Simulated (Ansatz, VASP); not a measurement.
**Ge5P in VASP and in Ansatz**

```xyz
6
Lattice="3.3561 0.0000 0.0000 -1.6780 2.9064 0.0000 0.0000 0.0000 15.9184" Properties=species:S:1:pos:R:3 pbc="T T T"
Ge    1.6780    0.9688   13.5843
Ge    0.0000    0.0000   10.7617
Ge    1.6780    0.9688    7.9592
Ge    0.0000    0.0000    5.1567
Ge    1.6780    0.9688    2.3341
P     0.0000    0.0000    0.0000
```

Change from the starting cell: species swapped into the Ca5Mg type (P-6m2, No. 187).

Alike in both runs: task relaxation of cell and atoms; functional PBE; k mesh 6 × 6 × 1; occupations gaussian, width 0.1 eV; no spin polarisation.

```csv
,VASP,Ansatz
version,VASP 6.6.1,Ansatz 0.2.0
potentials or method,"VASP PAW PBE potentials, release 64 (Ge_d, P), cutoff 600 eV","scalar-relativistic, plane waves, PAW"
valence electrons in the cell,75,75
```

Ansatz gave:

- gap on the k mesh at the Fermi level, each at its own relaxed structure (eV): none
- relaxed volume (Å³/atom): 18.61
- relaxed cell length with the largest relative difference (Å): 12.516

Task: What did VASP give for the same quantities?

Result: gap on the k mesh at the Fermi level, each at its own relaxed structure (eV): none; relaxed volume (Å³/atom): 18.61; relaxed cell length with the largest relative difference (Å): 12.523.

A gap of «none» marks a metal or a gap that the smearing closes.

The k mesh is coarse, so the values compare programs but aren't converged. Noted on VASP's run: the volume moved by over 15 % at a fixed basis, so the end points are rough.
